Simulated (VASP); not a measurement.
# RbBr in VASP: settings compared

The runs below take RbBr through single point, with HSE06, PBE, r2SCAN.

Everything below comes from runs of VASP 6.6.1. Logs are shortened: lines on timing, memory, paths and dates and some standing lists are left out, and cuts for length are marked.

## Step 1: The cell of the first run

It takes space group Imm2 (No. 44, orthorhombic). Conventional cell: a = 5.389 Å, b = 5.555 Å, c = 7.739 Å, α = 90.00°, β = 90.00°, γ = 90.00°. Within 4.4 Å of Rb (site symmetry mm2) lie 4 Br at 3.35 to 3.36 Å. Br (site symmetry mm2) has 4 Rb at 3.35 to 3.36 Å within 4.4 Å.

## Step 2: Single point, HSE06 (shear xy strain -3.0%)

The input, POSCAR:

```
RbBr
1.0
   -0.0588163523      3.8694968646      3.8694968646
    3.8694968646     -0.0588163523      3.8694968646
    3.8106805123      3.8106805123      0.0000000000
Rb Br
1 1
Direct
   -0.0034033722     -0.0034033722      0.0034033722
    0.2534033722      0.2534033722      0.2465966278
```

The input, INCAR.step1:

```
PREC     = Accurate       # precision mode
ENCUT    = 520            # plane-wave cutoff, eV
EDIFF    = 1E-5           # SCF threshold, eV
ISMEAR   = 0              # smearing method
SIGMA    = 0.01           # smearing width, eV
LREAL    = False          # projectors in reciprocal space
LASPH    = True           # aspherical terms in the spheres
NELM     = 100            # most SCF steps
ALGO     = Normal         # electronic algorithm
ISIF     = 2              # what is computed and relaxed
LWAVE    = True           # write WAVECAR
LCHARG   = False          # write CHGCAR
NBANDS   = 15             # bands
GGA      = PE             # functional
LUSENCCL = False
```

The input, INCAR.step2:

```
PREC     = Accurate       # precision mode
ENCUT    = 520            # plane-wave cutoff, eV
EDIFF    = 1E-6           # SCF threshold, eV
ISMEAR   = 0              # smearing method
SIGMA    = 0.01           # smearing width, eV
LREAL    = False          # projectors in reciprocal space
LASPH    = True           # aspherical terms in the spheres
NELM     = 100            # most SCF steps
ALGO     = Normal         # electronic algorithm
ISIF     = 2              # what is computed and relaxed
LWAVE    = False          # write WAVECAR
LCHARG   = False          # write CHGCAR
GGA      = PE             # functional
LHFCALC  = True           # exact exchange
HFSCREEN = 0.2079         # screening, 1/A
PRECFOCK = Normal       
NBANDS   = 15             # bands
ISTART   = 1            
LUSENCCL = False
```

The input, KPOINTS:

```
Automatic mesh
0
Gamma
  4 4 4
```

Potentials or basis: VASP PAW PBE potentials, release 64 (Rb_sv, Br).

The run is started by

```sh
$ cat potpaw_PBE.64/Rb_sv/POTCAR potpaw_PBE.64/Br/POTCAR > POTCAR
$ cp INCAR.step1 INCAR
$ mpirun -np 1 vasp_std > vasp.out
$ cp INCAR.step2 INCAR
$ mpirun -np 1 vasp_std > vasp.out
```

OUTCAR:

```text
PREC = Accurate
   ENCUT = 520
   EDIFF = 1E-6
   ISMEAR = 0
   LREAL = False
   LASPH = True
   NELM = 100
   ISIF = 2
   GGA = PE
   LHFCALC = True
   HFSCREEN = 0.2079
   PRECFOCK = Normal
   ISTART = 1

 ion  position               nearest neighbor table
   1  0.997  0.997  0.003-   2 3.35   2 3.35   2 3.36   2 3.36
   2  0.253  0.253  0.247-   1 3.35   1 3.35   1 3.36   1 3.36

  LATTYP: Found a body centered orthorhombic cell.
 ALAT       =     5.3891160624
 B/A-ratio  =     1.0308692120
 C/A-ratio  =     1.4360413915

  Lattice vectors:

 A1 = (   0.0588163523,  -3.8694968646,  -3.8694968646)
 A2 = (  -0.0588163523,   3.8694968646,  -3.8694968646)
 A3 = (   3.8694968646,  -0.0588163523,   3.8694968646)

Analysis of symmetry for initial positions (statically):
=====================================================================
 Subroutine PRICEL returns:
 Original cell was already a primitive cell.

 Routine SETGRP: Setting up the symmetry group for a
 body centered orthorhombic supercell.

 Subroutine GETGRP returns: Found  4 space group operations
 (whereof  4 operations were pure point group operations)
 out of a pool of  8 trial point group operations.

The static configuration has the point symmetry C_2v.

Analysis of symmetry for dynamics (positions and initial velocities):
=====================================================================
 Subroutine PRICEL returns:
 Original cell was already a primitive cell.

 Routine SETGRP: Setting up the symmetry group for a
 body centered orthorhombic supercell.

 Subroutine GETGRP returns: Found  4 space group operations
 (whereof  4 operations were pure point group operations)
 out of a pool of  8 trial point group operations.

The dynamic configuration has the point symmetry C_2v.

 Subroutine INISYM returns: Found  4 space group operations
 (whereof  4 operations are pure point group operations),
 and found     1 'primitive' translations

----------------------------------------------------------------------------------------

                                     Primitive cell

  volume of cell :     115.8492

  direct lattice vectors                    reciprocal lattice vectors
    -0.058816352  3.869496865  3.869496865    -0.127281093  0.127281093  0.129215766
     3.869496865 -0.058816352  3.869496865     0.127281093 -0.127281093  0.129215766
     3.810680512  3.810680512  0.000000000     0.131210160  0.131210160 -0.129215766

  length of vectors
[... 94 lines left out ...]
     AMIX     =   0.40;   BMIX     =  1.00
     AMIX_MAG =   1.60;   BMIX_MAG =  1.00
  volume/ion in A,a.u.               =      57.92       390.89
  Fermi-wavevector in a.u.,A,eV,Ry     =   0.846221  1.599126  9.742995  0.716090
  Thomas-Fermi vector in A             =   1.961534
   LORBIT       =      0    0 simple, 1 ext, 2 COOP (PROOUT), +10 PAW based schemes
   GGA     = PE    functional components
   LHFCALC =     T    Hartree Fock is set to
   PRECFOCK=normal    Normal, Fast or Accurate (Low or Medium for compatibility)
   ENCUT4O =  -1.0   cutoff for four orbital integrals eV
   NKREDX  =     1    reduce k-point grid by
   NKREDY  =     1    reduce k-point grid by
   NKREDZ  =     1    reduce k-point grid by
   AEXX    =    0.2500 exact exchange contribution
   HFSCREEN=    0.2079 screening length (either q_TF or 0.3 A-1)
   HFSCREENC=   0.2079 screening length for correlation (either q_TF or 0.3 A-1)
   ENCUTFOCK=  -1.0 apply spherical cutoff to Coloumb kernel
   IVDW    =     0    specifies the selected vdW correction
   LEPSILON=     F    determine dielectric tensor
   LRPA    =     F    only Hartree local field effects (RPA)
 non-spin polarized calculation
 Gauss-broadening in eV      SIGMA  =   0.01
  energy-cutoff  :      520.00
  volume of cell :      115.85
 maximum number of plane-waves:      3139
 NGX is ok and might be reduce to    42
  NGX = 32; NGY = 32; NGZ = 32

 number of electron      16.0000000 magnetization

 Free energy of the ion-electron system (eV)
  ---------------------------------------------------
  ext. energy  EPLUGINS =         0.00000000
  ---------------------------------------------------
  free energy    TOTEN  =        -6.87456800 eV

  energy without entropy =       -6.87456800  energy(sigma->0) =       -6.87456800

 E-fermi :  -3.8353     XC(G=0):  -4.8533

 val. band max:       -3.9226437234   @ k =   0.5000   0.5000   0.0000
 cond. band min:       1.2360143608   @ k =   0.0000   0.0000   0.0000
 fundamental gap:      5.1586580842
 Fermi energy:        -3.8353473154

 k-point     1 :       0.0000    0.0000    0.0000
  band No.  band energies     occupation
      1     -30.2062      2.00000
      2     -16.8103      2.00000
      3     -13.1523      2.00000
      4     -13.1509      2.00000
      5     -13.1499      2.00000
      6      -4.0408      2.00000
      7      -4.0254      2.00000
      8      -4.0074      2.00000
      9       1.2360      0.00000
     10       5.5294      0.00000
     11       5.5400      0.00000
     12       6.4395      0.00000
     13       6.4696      0.00000
     14       6.4985      0.00000
[... 293 lines left out ...]
      2     -16.8689      2.00000
      3     -13.1958      2.00000
      4     -13.1845      2.00000
      5     -13.0426      2.00000
      6      -4.1952      2.00000
      7      -4.0800      2.00000
      8      -3.9394      2.00000
      9       3.2206      0.00000
     10       3.9271      0.00000
     11       5.7254      0.00000
     12       5.7721      0.00000
     13       6.1850      0.00000
     14       6.4994      0.00000
     15       7.5248      0.00000

------------------------ aborting loop because EDIFF is reached ----------------------------------------

  FORCE on cell =-STRESS in cart. coord.  units (eV):
  Direction    XX          YY          ZZ          XY          YZ          ZX
  --------------------------------------------------------------------------------------
  -------------------------------------------------------------------------------------
  Total        0.0536641      0.0536641      0.0511026      0.0447202      0.0000000      0.0000000
  in kB        0.7421660      0.7421660      0.7067408      0.6184739      0.0000000      0.0000000
  external PRESSURE =       0.7303576 kB  Pullay stress =       0.0000000 kB

 VOLUME and BASIS-vectors are now :
 -----------------------------------------------------------------------------
  energy-cutoff  :      520.00
  volume of cell :      115.85
      direct lattice vectors                 reciprocal lattice vectors
    -0.058816352  3.869496865  3.869496865    -0.127281093  0.127281093  0.129215766
     3.869496865 -0.058816352  3.869496865     0.127281093 -0.127281093  0.129215766
     3.810680512  3.810680512  0.000000000     0.131210160  0.131210160 -0.129215766

 POSITION                                       TOTAL-FORCE (eV/Angst)
 -----------------------------------------------------------------------------------
      3.81068      3.81068      7.71266         0.000000      0.000000     -0.000617
      1.90534      1.90534      1.96109        -0.000000     -0.000000      0.000617
 -----------------------------------------------------------------------------------
    total drift:                               -0.000007     -0.000002      0.000125

  FREE ENERGIE OF THE ION-ELECTRON SYSTEM (eV)
  ---------------------------------------------------
  free  energy   TOTEN  =        -6.8745679991 eV

  energy  without entropy=       -6.8745679991  energy(sigma->0) =       -6.87456800
```

OUTCAR.step1:

```text
PREC = Accurate
   ENCUT = 520
   EDIFF = 1E-5
   ISMEAR = 0
   LREAL = False
[... 540 lines left out ...]
      3.81068      3.81068      7.71266        -0.000000     -0.000000     -0.001881
      1.90534      1.90534      1.96109         0.000000      0.000000      0.001881
 -----------------------------------------------------------------------------------
    total drift:                               -0.000005     -0.000005     -0.000003

  FREE ENERGIE OF THE ION-ELECTRON SYSTEM (eV)
  ---------------------------------------------------
  free  energy   TOTEN  =        -5.9268884010 eV

  energy  without entropy=       -5.9268884010  energy(sigma->0) =       -5.92688840
```

OSZICAR.step1:

```text
N       E                     dE             d eps       ncg     rms          rms(c)
DAV:   1     0.925530198086E+02    0.92553E+02   -0.60564E+03   540   0.870E+02
DAV:   2     0.221069521627E+01   -0.90342E+02   -0.82239E+02   758   0.159E+02
DAV:   3    -0.601884478059E+01   -0.82295E+01   -0.81884E+01   743   0.499E+01
DAV:   4    -0.632108739498E+01   -0.30224E+00   -0.30218E+00   853   0.882E+00
DAV:   5    -0.632327936959E+01   -0.21920E-02   -0.21920E-02   736   0.816E-01    0.285E+00
DAV:   6    -0.595209520134E+01    0.37118E+00   -0.46030E-01   694   0.271E+00    0.186E+00
DAV:   7    -0.590002129052E+01    0.52074E-01   -0.23499E-01   722   0.198E+00    0.965E-01
DAV:   8    -0.592206957732E+01   -0.22048E-01   -0.24317E-02   680   0.822E-01    0.153E-01
DAV:   9    -0.592509564297E+01   -0.30261E-02   -0.31791E-03   589   0.258E-01    0.119E-01
DAV:  10    -0.592684445056E+01   -0.17488E-02   -0.11414E-03   554   0.208E-01    0.232E-02
DAV:  11    -0.592687644049E+01   -0.31990E-04   -0.10464E-04   729   0.530E-02    0.936E-03
DAV:  12    -0.592688812848E+01   -0.11688E-04   -0.22473E-05   546   0.351E-02    0.257E-03
DAV:  13    -0.592688840097E+01   -0.27249E-06   -0.54906E-07   466   0.477E-03
   1 F= -.59268884E+01 E0= -.59268884E+01  d E =-.214977E-31
```

Run time: 10 min. Hardware: 1 × NVIDIA H100 80GB with 1 thread of AMD EPYC 7R13 (Zen 3), shared host; peak memory 1.3 GiB.

Results:

* Free energy: -6.8746 eV
* Pressure: 0.1 GPa
* Band gap on the k mesh: 5.16 eV, indirect (least direct gap 5.24 eV)

Caveat: the cell differs from its parent crystal (shear xy strain -3.0%); the PAW data sets were made with another functional, which shifts forces and pressure a little. A k mesh can miss the band edges.

## Step 3: Single point, PBE (strain along [111] +3.1%)

The input, INCAR:

```
SYSTEM = RbBr
PREC = Accurate
ENCUT = 520
EDIFF = 1E-6
ISMEAR = -1
SIGMA = 0.02
LREAL = .False.
LASPH = .True.
NELM = 80
ALGO = Normal
ISIF = 2
LWAVE = .False.
LCHARG = .False.
GGA = PE
NBANDS = 15
```

The input, KPOINTS:

```
regular mesh
0
Gamma
  6 6 6
  0 0 0
```

The input, POSCAR:

```
RbBr
1.0
    0.0807435012      3.9502403659      3.9502403659
    3.9502403659      0.0807435012      3.9502403659
    3.9502403659      3.9502403659      0.0807435012
Rb Br
1 1
Direct
    0.0022797637      0.0022797637      0.0022797637
    0.2477202363      0.2477202363      0.2477202363
```

Potentials or basis: VASP PAW PBE potentials, release 64 (Rb_sv, Br).

The run is started by

```sh
$ cat potpaw_PBE.64/Rb_sv/POTCAR potpaw_PBE.64/Br/POTCAR > POTCAR
$ mpirun -np 1 vasp_std > vasp.out
```

OUTCAR:

```text
SYSTEM = RbBr
   PREC = Accurate
   ENCUT = 520
   EDIFF = 1E-6
   ISMEAR = -1
   LREAL = .False.
   LASPH = .True.
   NELM = 80
   ISIF = 2
   GGA = PE

 ion  position               nearest neighbor table
   1  0.002  0.002  0.002-   2 3.39   2 3.39   2 3.39   2 3.39
   2  0.248  0.248  0.248-   1 3.39   1 3.39   1 3.39   1 3.39

  LATTYP: Found a trigonal (rhomboedric) cell.
 ALAT       =     5.5870669774
 COS(alpha) =     0.5203314517

  Lattice vectors:

 A1 = (   0.0807435012,   3.9502403659,   3.9502403659)
 A2 = (   3.9502403659,   0.0807435012,   3.9502403659)
 A3 = (   3.9502403659,   3.9502403659,   0.0807435012)

Analysis of symmetry for initial positions (statically):
=====================================================================
 Subroutine PRICEL returns:
 Original cell was already a primitive cell.

 Routine SETGRP: Setting up the symmetry group for a
 trigonal (rhombohedral) supercell.

 Subroutine GETGRP returns: Found  6 space group operations
 (whereof  6 operations were pure point group operations)
 out of a pool of 12 trial point group operations.

The static configuration has the point symmetry C_3v.
[... 166 lines left out ...]
 Fermi energy:        -2.6673996134

 k-point     1 :       0.0000    0.0000    0.0000
  band No.  band energies     occupation
      1     -27.8158      2.00000
      2     -15.0037      2.00000
      3     -11.9180      2.00000
      4     -11.9180      2.00000
      5     -11.9142      2.00000
      6      -3.2420      2.00000
      7      -3.2082      2.00000
      8      -3.2082      2.00000
      9       0.8820      0.00000
     10       4.9584      0.00000
     11       4.9584      0.00000
     12       5.8603      0.00000
     13       5.8603      0.00000
     14       5.9218      0.00000
[... 401 lines left out ...]
      2     -15.0540      2.00000
      3     -11.9506      2.00000
      4     -11.9423      2.00000
      5     -11.8303      2.00000
      6      -3.4334      2.00000
      7      -3.2297      2.00000
      8      -3.1466      2.00000
      9       2.8414      0.00000
     10       3.5397      0.00000
     11       5.0440      0.00000
     12       5.3184      0.00000
     13       5.6047      0.00000
     14       5.7917      0.00000
     15       6.6430      0.00000

 [... further k-points ...]
[... 5 lines left out ...]
  --------------------------------------------------------------------------------------
  -------------------------------------------------------------------------------------
  Total       -0.0576927     -0.0576927     -0.0576927     -0.0312373     -0.0312373     -0.0312373
  in kB       -0.7734866     -0.7734866     -0.7734866     -0.4187995     -0.4187995     -0.4187995
  external PRESSURE =      -0.7734866 kB  Pullay stress =       0.0000000 kB

 VOLUME and BASIS-vectors are now :
 -----------------------------------------------------------------------------
  energy-cutoff  :      520.00
  volume of cell :      119.50
      direct lattice vectors                 reciprocal lattice vectors
     0.080743501  3.950240366  3.950240366    -0.130523000  0.127908531  0.127908531
     3.950240366  0.080743501  3.950240366     0.127908531 -0.130523000  0.127908531
     3.950240366  3.950240366  0.080743501     0.127908531  0.127908531 -0.130523000

 POSITION                                       TOTAL-FORCE (eV/Angst)
 -----------------------------------------------------------------------------------
      0.01820      0.01820      0.01820        -0.002338     -0.002338     -0.002338
      1.97711      1.97711      1.97711         0.002338      0.002338      0.002338
 -----------------------------------------------------------------------------------
    total drift:                               -0.000084     -0.000084     -0.000084

  FREE ENERGIE OF THE ION-ELECTRON SYSTEM (eV)
  ---------------------------------------------------
  free  energy   TOTEN  =        -5.9278320436 eV

  energy  without entropy=       -5.9278320435  energy(sigma->0) =       -5.92783204
```

OSZICAR:

```text
N       E                     dE             d eps       ncg     rms          rms(c)
DAV:   1     0.928437803481E+02    0.92844E+02   -0.60425E+03   960   0.865E+02
DAV:   2     0.271774749945E+01   -0.90126E+02   -0.82620E+02  1339   0.157E+02
DAV:   3    -0.602370583413E+01   -0.87415E+01   -0.86976E+01  1290   0.512E+01
DAV:   4    -0.633397510940E+01   -0.31027E+00   -0.31018E+00  1490   0.898E+00
DAV:   5    -0.633628876112E+01   -0.23137E-02   -0.23136E-02  1332   0.850E-01    0.275E+00
DAV:   6    -0.595594584335E+01    0.38034E+00   -0.47478E-01  1226   0.271E+00    0.178E+00
DAV:   7    -0.590061718272E+01    0.55329E-01   -0.23846E-01  1296   0.197E+00    0.938E-01
DAV:   8    -0.592270806969E+01   -0.22091E-01   -0.24606E-02  1193   0.823E-01    0.154E-01
DAV:   9    -0.592609122545E+01   -0.33832E-02   -0.37449E-03  1107   0.277E-01    0.121E-01
DAV:  10    -0.592778233840E+01   -0.16911E-02   -0.10648E-03   960   0.207E-01    0.238E-02
DAV:  11    -0.592781879230E+01   -0.36454E-04   -0.10854E-04  1226   0.535E-02    0.979E-03
DAV:  12    -0.592783180541E+01   -0.13013E-04   -0.25803E-05   974   0.368E-02    0.234E-03
DAV:  13    -0.592783204356E+01   -0.23815E-06   -0.48133E-07  1113   0.485E-03
   1 F= -.59278320E+01 E0= -.59278320E+01  d E =-.197875E-10
```

stdout:

```text
POSCAR found type information on POSCAR RbBr
 POSCAR found :  2 types and       2 ions
 scaLAPACK will be used
 LDA part: xc-table for (Slater+PW92), standard interpolation
 POSCAR, INCAR and KPOINTS ok, starting setup
 FFT: planning ... GRIDC
 FFT: planning ... GRID_SOFT
 FFT: planning ... GRID
 WAVECAR not read
 entering main loop
```

Wall time 1.9 min (1 thread of Intel Xeon Platinum 8259CL at 2.50GHz (Skylake/Cascade Lake), shared host); peak memory 0.27 GiB.

Results:

| Item | Value |
| --- | --- |
| Free energy | -5.9278 eV |
| Pressure | -0.1 GPa |
| Largest force | 0.004 eV/Å |
| Band gap on the k mesh | 4.02 eV, indirect (least direct gap 4.09 eV) |

Forces in eV/Å, atoms in the order of the input:
```
Rb  -0.002 -0.002 -0.002
Br   0.002  0.002  0.002
```

Levels at points of the mesh, in eV from the valence-band top:
```tsv
k point	band 4	band 5	band 6	band 7	band 8	band 9	band 10	band 11	band 12	band 13
(0.00, 0.00, 0.00)	-8.78	-8.78	-0.11	-0.07	-0.07	4.02	8.09	8.09	9.00	9.00
(0.50, 0.00, 0.00)	-8.79	-8.74	-0.29	-0.05	-0.04	6.17	6.43	7.60	7.87	9.07
(0.50, 0.50, 0.00)	-8.81	-8.70	-0.38	-0.02	0.00	5.88	6.68	8.23	8.75	8.95
(0.50, 0.50, 0.50)	-8.79	-8.73	-0.31	-0.03	-0.03	6.14	6.33	7.76	7.76	9.02
```

Caveat: the cell differs from its parent crystal (strain along [111] +3.1%).

[end of part 1 of 3]
